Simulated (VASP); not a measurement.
# AlN (ref) (P6_3/mmc) in VASP: further runs, part 2 of 2

VASP 6.6.1. The steps go on from the part before.

**3. Single point, r2SCAN**

This run uses another cell than the first one, of 9.70 Å³/atom, 0.929 times its volume.

The input, POSCAR:

```
AlN
1.0
    3.2925900408      0.0000000000      0.0000000000
   -1.6462950204      2.8514666196      0.0000000000
    0.0000000000      0.0000000000      4.1338473446
Al N
2 2
Direct
    0.3333333333      0.6666666667      0.0000000000
    0.6666666667      0.3333333333      0.5000000000
    0.3333333333      0.6666666667      0.5000000000
    0.6666666667      0.3333333333      1.0000000000
```

The input, INCAR.step1:

```
PREC     = Accurate       # precision mode
ENCUT    = 520            # plane-wave cutoff, eV
ISMEAR   = 0              # smearing method
SIGMA    = 0.02           # smearing width, eV
LREAL    = F              # projectors in reciprocal space
LASPH    = T              # aspherical terms in the spheres
NELM     = 60             # most SCF steps
NBANDS   = 16             # bands
GGA      = PE             # functional
ALGO     = Normal         # electronic algorithm
EDIFF    = 1E-4           # SCF threshold, eV
LWAVE    = T              # write WAVECAR
LCHARG   = F              # write CHGCAR
```

The input, INCAR.step2:

```
PREC     = Accurate       # precision mode
ENCUT    = 520            # plane-wave cutoff, eV
EDIFF    = 1E-7           # SCF threshold, eV
ISMEAR   = 0              # smearing method
SIGMA    = 0.02           # smearing width, eV
LREAL    = F              # projectors in reciprocal space
LASPH    = T              # aspherical terms in the spheres
NELM     = 60             # most SCF steps
ALGO     = Normal         # electronic algorithm
ISIF     = 2              # what is computed and relaxed
LWAVE    = F              # write WAVECAR
LCHARG   = F              # write CHGCAR
METAGGA  = R2SCAN         # meta-GGA
LMIXTAU  = T            
NBANDS   = 16             # bands
ISTART   = 1
```

The input, KPOINTS:

```
Automatic mesh
0
Gamma
  12 12 6
```

Potentials or basis: VASP PAW PBE potentials, release 64 (Al, N).

Started as:

```
> cat potpaw_PBE.64/Al/POTCAR potpaw_PBE.64/N/POTCAR > POTCAR
> cp INCAR.step1 INCAR
> mpirun -np 1 vasp_std > vasp.out
> cp INCAR.step2 INCAR
> mpirun -np 1 vasp_std > vasp.out
```

OUTCAR:

```text
PREC = Accurate
   ENCUT = 520
   EDIFF = 1E-7
   ISMEAR = 0
   LREAL = F
   LASPH = T
   NELM = 60
   ISIF = 2
   METAGGA = R2SCAN
   ISTART = 1

 ion  position               nearest neighbor table
   1  0.333  0.667  0.000-   4 1.90   4 1.90   4 1.90   3 2.07   3 2.07   2 2.81   2 2.81   2 2.81
                             2 2.81   2 2.81   2 2.81
   2  0.667  0.333  0.500-   3 1.90   3 1.90   3 1.90   4 2.07   4 2.07   1 2.81   1 2.81   1 2.81
                             1 2.81   1 2.81   1 2.81
   3  0.333  0.667  0.500-   2 1.90   2 1.90   2 1.90   1 2.07   1 2.07
   4  0.667  0.333  0.000-   1 1.90   1 1.90   1 1.90   2 2.07   2 2.07

  LATTYP: Found a hexagonal cell.
 ALAT       =     3.2925900408
 C/A-ratio  =     1.2555001665

  Lattice vectors:

 A1 = (   3.2925900408,   0.0000000000,   0.0000000000)
 A2 = (  -1.6462950204,   2.8514666196,   0.0000000000)
 A3 = (   0.0000000000,   0.0000000000,   4.1338473446)

Analysis of symmetry for initial positions (statically):
=====================================================================
 Subroutine PRICEL returns:
 Original cell was already a primitive cell.

 Routine SETGRP: Setting up the symmetry group for a
 hexagonal supercell.
[... 170 lines left out ...]

  energy without entropy =      -38.01233675  energy(sigma->0) =      -38.01233675

 E-fermi :   8.1058     XC(G=0): -11.8097

 val. band max:        8.0160929049   @ k =   0.0000   0.0000   0.0000
 cond. band min:      12.0840309181   @ k =   0.0000   0.0000   0.0000
 fundamental gap:      4.0679380132
 Fermi energy:         8.1058407108

 k-point     1 :       0.0000    0.0000    0.0000
  band No.  band energies     occupation
      1      -9.8106      2.00000
      2      -6.0346      2.00000
      3       0.8385      2.00000
      4       4.5342      2.00000
      5       4.5342      2.00000
      6       6.3051      2.00000
[... 433 lines left out ...]
      3       1.1914      2.00000
      4       2.9655      2.00000
      5       3.6812      2.00000
      6       3.8238      2.00000
[... 8 lines left out ...]
     15      20.7857      0.00000
     16      22.0654      0.00000

 [... further k-points ...]
[... 5 lines left out ...]
  --------------------------------------------------------------------------------------
  -------------------------------------------------------------------------------------
  Total       -0.0940290     -0.0940290     -0.1439695      0.0000000      0.0000000      0.0000000
  in kB       -3.8816110     -3.8816110     -5.9432059      0.0000000      0.0000000      0.0000000
  external PRESSURE =      -4.5688093 kB  Pullay stress =       0.0000000 kB

 VOLUME and BASIS-vectors are now :
 -----------------------------------------------------------------------------
  energy-cutoff  :      520.00
  volume of cell :       38.81
      direct lattice vectors                 reciprocal lattice vectors
     3.292590041  0.000000000  0.000000000     0.303712271  0.175348362  0.000000000
    -1.646295020  2.851466620  0.000000000     0.000000000  0.350696723  0.000000000
     0.000000000  0.000000000  4.133847345     0.000000000  0.000000000  0.241905401

 POSITION                                       TOTAL-FORCE (eV/Angst)
 -----------------------------------------------------------------------------------
     -0.00000      1.90098      0.00000        -0.000000      0.000000      0.000000
      1.64630      0.95049      2.06692         0.000000      0.000000      0.000000
     -0.00000      1.90098      2.06692         0.000000      0.000000      0.000000
      1.64630      0.95049      0.00000         0.000000     -0.000000      0.000000
 -----------------------------------------------------------------------------------
    total drift:                               -0.000000      0.000000     -0.000000

  FREE ENERGIE OF THE ION-ELECTRON SYSTEM (eV)
  ---------------------------------------------------
  free  energy   TOTEN  =       -38.0123367500 eV

  energy  without entropy=      -38.0123367500  energy(sigma->0) =      -38.01233675
```

OUTCAR.step1:

```text
PREC = Accurate
   ENCUT = 520
   ISMEAR = 0
   LREAL = F
[... 689 lines left out ...]
     -0.00000      1.90098      0.00000         0.000000     -0.000000      0.000000
      1.64630      0.95049      2.06692        -0.000000      0.000000      0.000000
     -0.00000      1.90098      2.06692        -0.000000      0.000000      0.000000
      1.64630      0.95049      0.00000         0.000000     -0.000000      0.000000
 -----------------------------------------------------------------------------------
    total drift:                               -0.000000      0.000000     -0.000000

  FREE ENERGIE OF THE ION-ELECTRON SYSTEM (eV)
  ---------------------------------------------------
  free  energy   TOTEN  =       -29.3027591705 eV

  energy  without entropy=      -29.3027591705  energy(sigma->0) =      -29.30275917
```

Wall time 52 s (1 thread of Intel Xeon Platinum 8481C at 2.70GHz (Sapphire Rapids), shared host); peak memory 0.17 GiB.

Results:

```yaml
Free_energy: -38.0123 eV
Pressure: -0.5 GPa
Band_gap_on_the_k_mesh: 4.07 eV, direct
```

Levels at points of the mesh, in eV from the valence-band top:
```
           k point  band 4  band 5  band 6  band 7  band 8  band 9  band 10  band 11  band 12  band 13
(0.00, 0.00, 0.00)   -3.48   -3.48   -1.71   -1.71    0.00    4.07     5.41     9.16     9.16    12.38
(0.50, 0.00, 0.00)   -4.97   -4.73   -4.37   -3.02   -1.48    4.62     7.97     8.16     9.92    10.57
(0.00, 0.00, 0.50)   -3.87   -2.64   -2.64   -2.64   -2.64    6.50     6.50     9.28     9.28     9.28
(0.50, 0.00, 0.50)   -7.50   -3.40   -3.40   -1.82   -1.82    5.83     5.83    10.44    10.44    12.87
```

Caveat: the PAW data sets were made with another functional, which shifts forces and pressure a little.

**4. Relaxation of cell and atoms, r2SCAN**

The input, POSCAR:

```
AlN
1.0
    3.1120000000      0.0000000000      0.0000000000
   -1.5560000000      2.6950710566      0.0000000000
    0.0000000000      0.0000000000      4.9820000000
Al N
2 2
Direct
    0.3333333333      0.6666666667      0.0000000000
    0.6666666667      0.3333333333      0.5000000000
    0.3333333333      0.6666666667      0.5000000000
    0.6666666667      0.3333333333      1.0000000000
```

Edit INCAR.step1 of step 3 so:

```diff
@@ -1,3 +1,3 @@
 PREC     = Accurate       # precision mode
-ENCUT    = 520            # plane-wave cutoff, eV
+ENCUT    = 600            # plane-wave cutoff, eV
 ISMEAR   = 0              # smearing method
@@ -6,4 +6,3 @@
 LASPH    = T              # aspherical terms in the spheres
-NELM     = 60             # most SCF steps
-NBANDS   = 16             # bands
+NELM     = 80             # most SCF steps
 GGA      = PE             # functional
```

The input, INCAR.step2:

```
PREC     = Accurate       # precision mode
ENCUT    = 600            # plane-wave cutoff, eV
EDIFF    = 1E-6           # SCF threshold, eV
ISMEAR   = 0              # smearing method
SIGMA    = 0.02           # smearing width, eV
LREAL    = F              # projectors in reciprocal space
LASPH    = T              # aspherical terms in the spheres
NELM     = 80             # most SCF steps
ALGO     = Normal         # electronic algorithm
ISIF     = 3              # what is computed and relaxed
LWAVE    = F              # write WAVECAR
LCHARG   = F              # write CHGCAR
METAGGA  = R2SCAN         # meta-GGA
LMIXTAU  = T            
IBRION   = 2              # ionic algorithm
NSW      = 100            # ionic steps
EDIFFG   = -0.002         # ionic threshold
ISTART   = 1
```

The input, KPOINTS:

```
regular mesh
0
Gamma
  12 12 6
```

Potentials or basis: VASP PAW PBE potentials, release 64 (Al, N).

Started as:

```
> cat potpaw_PBE.64/Al/POTCAR potpaw_PBE.64/N/POTCAR > POTCAR
> cp INCAR.step1 INCAR
> mpirun -np 1 vasp_std > vasp.out
> cp INCAR.step2 INCAR
> mpirun -np 1 vasp_std > vasp.out
```

OUTCAR:

```text
PREC = Accurate
   ENCUT = 600
   EDIFF = 1E-6
   ISMEAR = 0
   LREAL = F
   LASPH = T
   NELM = 80
   ISIF = 3
   METAGGA = R2SCAN
   IBRION = 2
   NSW = 100
   EDIFFG = -0.002
   ISTART = 1

 ion  position               nearest neighbor table
   1  0.333  0.667  0.000-   4 1.80   4 1.80   4 1.80   3 2.49   3 2.49   2 3.07   2 3.07   2 3.07
                             2 3.07   2 3.07   2 3.07
   2  0.667  0.333  0.500-   3 1.80   3 1.80   3 1.80   4 2.49   4 2.49   1 3.07   1 3.07   1 3.07
                             1 3.07   1 3.07   1 3.07
   3  0.333  0.667  0.500-   2 1.80   2 1.80   2 1.80   1 2.49   1 2.49
   4  0.667  0.333  0.000-   1 1.80   1 1.80   1 1.80   2 2.49   2 2.49

  LATTYP: Found a hexagonal cell.
 ALAT       =     3.1120000000
 C/A-ratio  =     1.6008997429

  Lattice vectors:

[... 391 lines left out ...]
 cond. band min:      12.1112533977   @ k =   0.0000   0.0000   0.0000
 fundamental gap:      4.0839176497
 Fermi energy:         8.1041072103

 k-point     1 :       0.0000    0.0000    0.0000
  band No.  band energies     occupation
      1      -9.8074      2.00000
      2      -6.0175      2.00000
      3       0.8468      2.00000
      4       4.5428      2.00000
      5       4.5428      2.00000
      6       6.3207      2.00000
      7       6.3207      2.00000
      8       8.0273      2.00000
      9      12.1113      0.00000
     10      13.4486      0.00000
     11      17.1927      0.00000
     12      17.1927      0.00000
[... 331 lines left out ...]
 k-point    24 :       0.3333   -0.0000    0.1667
  band No.  band energies     occupation
      1      -8.4964      2.00000
      2      -6.4357      2.00000
      3       1.1990      2.00000
      4       2.9785      2.00000
      5       3.6890      2.00000
      6       3.8389      2.00000
      7       6.2729      2.00000
      8       6.5728      2.00000
      9      13.2862      0.00000
     10      15.0169      0.00000
     11      17.3181      0.00000
     12      18.2367      0.00000

 [... further k-points ...]
[... 5 lines left out ...]
  --------------------------------------------------------------------------------------
  -------------------------------------------------------------------------------------
  Total       -0.0010788     -0.0010788      0.0027315      0.0000000      0.0000000     -0.0000000
  in kB       -0.0446023     -0.0446023      0.1129323      0.0000000      0.0000000     -0.0000000
  external PRESSURE =       0.0079092 kB  Pullay stress =       0.0000000 kB
[... 19 lines left out ...]
  FREE ENERGIE OF THE ION-ELECTRON SYSTEM (eV)
  ---------------------------------------------------
  free  energy   TOTEN  =       -38.0134706192 eV

  energy  without entropy=      -38.0134706192  energy(sigma->0) =      -38.01347062

 reached required accuracy - stopping structural energy minimisation
```

Wall time 14 min (1 thread of Intel Xeon Platinum 8481C at 2.70GHz (Sapphire Rapids), shared host); peak memory 0.21 GiB.

Results:

| Quantity | Value |
| --- | --- |
| Free energy | -38.0135 eV |
| Relaxed volume | 9.69 Å³/atom |
| Relaxed cell | a = 3.292 Å, b = 3.292 Å, c = 4.129 Å, α = 90.00°, β = 90.00°, γ = 120.00° |
| Space group after relaxing (to 0.05 Å) | P6_3/mmc (No. 194) |
| Energy gained by relaxing | 167.1 meV/atom |
| Ionic steps | 14 |
| Pressure after relaxing | 0.0 GPa |
| Band gap on the k mesh | 4.08 eV, direct |

Step by step:
```csv
step,energy change (eV),largest force (eV/Å),pressure (GPa),volume (Å³)
1,0.0000,0.0000,7.50,41.78
2,-0.1538,0.0000,-16.26,44.69
3,-0.1896,0.0000,-9.82,43.74
4,-0.4874,0.0000,-7.81,41.34
5,1.2780,0.0000,62.39,33.46
6,-0.5713,0.0000,-6.08,40.51
7,-0.5831,0.0000,9.62,37.24
8,-0.6595,0.0000,-1.59,39.15
9,-0.6679,0.0000,1.12,38.57
10,-0.6681,0.0000,0.58,38.67
11,-0.6684,0.0000,-0.46,38.82
12,-0.6685,0.0000,-0.07,38.77
13,-0.6685,0.0000,0.03,38.75
14,-0.6685,0.0000,0.00,38.75
```

Final structure:
```xyz
4
Lattice="3.2921 0.0000 0.0000 -1.6460 2.8510 0.0000 0.0000 0.0000 4.1288" Properties=species:S:1:pos:R:3 pbc="T T T"
Al    0.0000    1.9007    0.0000
Al    1.6460    0.9503    2.0644
N     0.0000    1.9007    2.0644
N     1.6460    0.9503    0.0000
```

Caveat: the PAW data sets were made with another functional, which shifts forces and pressure a little. A k mesh can miss the band edges.

**5. Summary**

```csv
task,cell,k mesh,cutoff (eV),smearing,gap on the mesh (eV),pressure (GPa)
single point,"a = 3.112, b = 3.112, c = 4.982 Å, angles 90.0, 90.0, 120.0°, 4 atoms",6 × 6 × 4,520,gaussian 0.1 eV,3.29,7.4
single point,"a = 3.293, b = 3.293, c = 4.134 Å, angles 90.0, 90.0, 120.0°, 4 atoms",12 × 12 × 6,520,gaussian 0.02 eV,4.07,-0.5
relaxation of cell and atoms,"relaxed from a = 3.112, b = 3.112, c = 4.982 Å, angles 90.0, 90.0, 120.0°, 4 atoms",12 × 12 × 6,600,gaussian 0.02 eV,4.08,0.0
```

Alike in all rows: level r2SCAN; potentials or basis VASP PAW PBE potentials, release 64 (Al, N); no spin polarisation.

Caveats: the PAW data sets were made with another functional, which shifts forces and pressure a little.

Absolute energies hang on the potentials; compare differences alone.
